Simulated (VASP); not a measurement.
Input of a VASP 6.6.1 run:

INCAR

```
SYSTEM = Ta2N
PREC = Accurate
ENCUT = 520
EDIFF = 1E-6
ISMEAR = 0
SIGMA = 0.15
LREAL = .FALSE.
LASPH = .TRUE.
NELM = 80
ALGO = Normal
ISIF = 2
LWAVE = .FALSE.
LCHARG = .FALSE.
GGA = PS
NBANDS = 20
```

KPOINTS

```
Automatic mesh
0
G
  18 18 10
  0 0 0
```

File POSCAR:

```
Ta2N
1.0
    3.0786153869      0.0000000000      0.0000000000
   -1.5393076935      2.6661591336      0.0000000000
    0.0000000000      0.0000000000      4.8232571780
Ta N
2 1
Direct
    0.6666666667      0.3333333333      0.7456536061
    0.3333333333      0.6666666667      0.2531427099
    0.0000000000      0.0000000000      0.0155496581
```

Potentials or basis: VASP PAW PBE potentials, release 64 (Ta_pv, N).

Command:

```sh
$ cat potpaw_PBE.64/Ta_pv/POTCAR potpaw_PBE.64/N/POTCAR > POTCAR
$ mpirun -np 1 vasp_std > vasp.out
```

Task: Predict the pressure.

Result: 1.2 GPa.

Task: Predict the band gap on the k mesh.

Result: Zero (an odd number of electrons rules out a gap without spin polarisation).

Task: Estimate the largest force.

Result: 1.264 eV/Å.

Stress tensor (GPa, compression positive):
```
1.39 0.00 0.00
0.00 1.39 0.00
0.00 0.00 0.68
```

Caveat: the cell differs from its parent crystal (atoms displaced along a vibrational mode); the PAW data sets were made with another functional, which shifts forces and pressure a little; spin-orbit coupling is left out, which moves the levels of the heavy elements.
